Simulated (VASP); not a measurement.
RbBr: single point with PBE

The system is RbBr.

```
CELL_PARAMETERS angstrom
0.00000 3.46083 3.46083
3.46083 0.00000 3.46083
3.46083 3.46083 0.00000
ATOMIC_POSITIONS crystal
Rb 0.00000 0.00000 0.00000
Br 0.50000 0.50000 0.50000
```

```json
{
  "Program": "VASP 6.6.1",
  "Task": "single point",
  "Functional": "PBE",
  "Potentials or basis": "VASP PAW PBE potentials, release 64 (Rb_sv, Br)",
  "Cutoff": "520 eV",
  "k mesh": "4 × 4 × 4",
  "Occupations": "gaussian, width 0.01 eV",
  "Spin": "no spin polarisation"
}
```

| Item | Value |
| --- | --- |
| Pressure | 0.6 GPa |
| Band gap on the k mesh | 4.29 eV |

Levels at points of the mesh, in eV from the valence-band top:
| k point | band 4 | band 5 | band 6 | band 7 | band 8 | band 9 | band 10 | band 11 | band 12 | band 13 |
| --- | --- | --- | --- | --- | --- | --- | --- | --- | --- | --- |
| (0.00, 0.00, 0.00) | -8.55 | -8.55 | 0.00 | 0.00 | 0.00 | 4.29 | 7.27 | 7.27 | 7.27 | 8.14 |
| (0.50, 0.00, 0.00) | -8.56 | -8.51 | -0.94 | -0.33 | -0.33 | 6.74 | 7.61 | 9.40 | 9.40 | 10.07 |
| (0.50, 0.50, 0.00) | -8.62 | -8.62 | -0.47 | -0.16 | -0.16 | 5.64 | 7.02 | 9.05 | 9.15 | 9.32 |

Run time: 23 s on 1 thread of Intel Xeon 8259CL, on a shared host, peak memory 0.2 GiB.
